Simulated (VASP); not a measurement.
Set up this calculation in VASP 6.6.1, as the native input.

```
Task                   : relaxation of cell and atoms
Functional             : PBE
Potentials or basis    : VASP PAW PBE potentials, release 64 (Cd, Se)
Cutoff                 : 600 eV
k mesh                 : 4 × 4 × 4
Occupations            : gaussian, width 0.1 eV
Spin                   : no spin polarisation
Dipole correction      : no
Further INCAR settings : ALGO = Normal; EDIFF = 1e-06; IBRION = 2; EDIFFG = -0.04; NSW = 90; ISIF = 3
```

The structure of Cd2Se3 lies in POSCAR:

```
Cd2Se3
1.0
    5.1168232300      0.0000000000      0.0000000000
    0.0000000000      5.1168232300      0.0000000000
    0.0000000000      0.0000000000      5.1168232300
Cd Se
2 3
Direct
    0.0000000000      0.0000000000      0.0000000000
    0.5000000000      0.5000000000      0.5000000000
    0.0000000000      0.5000000000      0.5000000000
    0.5000000000      0.0000000000      0.5000000000
    0.5000000000      0.5000000000      0.0000000000
```

The cell was generated, and may not be a known phase.

These files were run (other wordings do the same):

INCAR

```
PREC = Accurate
ENCUT = 600
EDIFF = 1E-6
ISMEAR = 0
SIGMA = 0.1
LREAL = False
LASPH = True
NELM = 80
ALGO = Normal
ISIF = 3
LWAVE = False
LCHARG = False
GGA = PE
IBRION = 2
NSW = 90
EDIFFG = -0.04
```

KPOINTS

```
Automatic mesh
0
Gamma
  4 4 4
```

Potentials or basis: VASP PAW PBE potentials, release 64 (Cd, Se).

Command:

```sh
$ cat potpaw_PBE.64/Cd/POTCAR potpaw_PBE.64/Se/POTCAR > POTCAR
$ mpirun -np 1 vasp_std > vasp.out
```

Results of the run:

```json
{"Relaxed volume": "29.17 Å³/atom", "Relaxed cell": "a = 5.264 Å, b = 5.264 Å, c = 5.264 Å, α = 90.00°, β = 90.00°, γ = 90.00°", "Space group after relaxing (to 0.1 Å)": "Pm-3m (No. 221)", "Energy gained by relaxing": "26.5 meV/atom", "Ionic steps": "3", "Pressure after relaxing": "0.0 GPa", "Band gap on the k mesh": "zero (bands 21 and 22 overlap by 0.87 eV)"}
```

It took 2.3 min on 1 thread of Intel(R) Xeon(R) Platinum 8259CL CPU @ 2.50GHz (Skylake/Cascade Lake), on a shared host, peak memory 0.28 GiB.
